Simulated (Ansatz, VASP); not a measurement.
## Two plane-wave programs on Cd

The input INCAR:

```
SYSTEM = Cd
ALGO = Fast ; EDIFF = 1E-7
ENCUT = 520 ; GGA = PS
ISIF = 2 ; ISMEAR = 0
LASPH = .TRUE. ; LCHARG = .FALSE.
LREAL = .FALSE. ; LWAVE = .FALSE.
NBANDS = 19 ; NELM = 60
PREC = Accurate ; SIGMA = 0.15
```

The input KPOINTS:

```
k-points
0
G
  18 18 8
  0 0 0
```

Contents of POSCAR:

```
Cd
1.0
    2.9788725081      0.0000000000      0.0000000000
   -1.4894362540      2.6249254038      0.0000000000
    0.0000000000      0.0000000000      5.6176500000
Cd
2
Direct
    0.3333333333      0.6666666667      0.2500000000
    0.6666666667      0.3333333333      0.7500000000
```

Input for Ansatz:

```yaml
crystal:
  lattice:
    - [2.9788725081, 0.0, 0.0]
    - [-1.489436254, 2.6249254038, 0.0]
    - [0.0, 0.0, 5.61765]
  atoms:
    - { symbol: Cd, position: [0.3333333333, 0.6666666667, 0.25] }
    - { symbol: Cd, position: [0.6666666667, 0.3333333333, 0.75] }
basis:
  ecutwfc: 420
kpoints:
  mp_grid: { grid: [18, 18, 8] }
hamiltonian:
  xc: pbesol
scf:
  occupations: { method: gaussian, width: 0.15 }
output:
  forces: true
  stress: true
  eigenvalues: true
```

Change from the starting cell: strain +0.0175 x Voigt [0, 1, 0, 0, 0, 0], atoms carried along.

Alike in both runs: task single point; functional PBEsol; k mesh 18 × 18 × 8; occupations gaussian, width 0.15 eV; no spin polarisation.

|  | VASP | Ansatz |
| --- | --- | --- |
| version | VASP 6.6.1 | Ansatz 0.2.0 |
| potentials or method | VASP PAW PBE potentials, release 64 (Cd), cutoff 520 eV | scalar-relativistic, plane waves, PAW |
| valence electrons in the cell | 24 | 40 |

```tsv
	VASP	Ansatz	Ansatz less VASP
gap on the k mesh at the Fermi level (eV)	none	none	-
pressure (GPa)	-2.1	-2.4	-0.34
traceless stress, the component that is largest in VASP (GPa)	-0.53	-0.57	-0.048
rms of the force components (eV/Å)	0.008	0.008	+0.0001
```

VASP's potentials were made for PBE, not for PBEsol. Atom by atom the forces differ by 0.000 eV/Å (rms over components). A gap of «none» marks a metal or a gap that the smearing closes. VASP's potentials hold 24 valence electrons a cell and Ansatz's 40, so a difference there can come from the potentials and not from the codes.
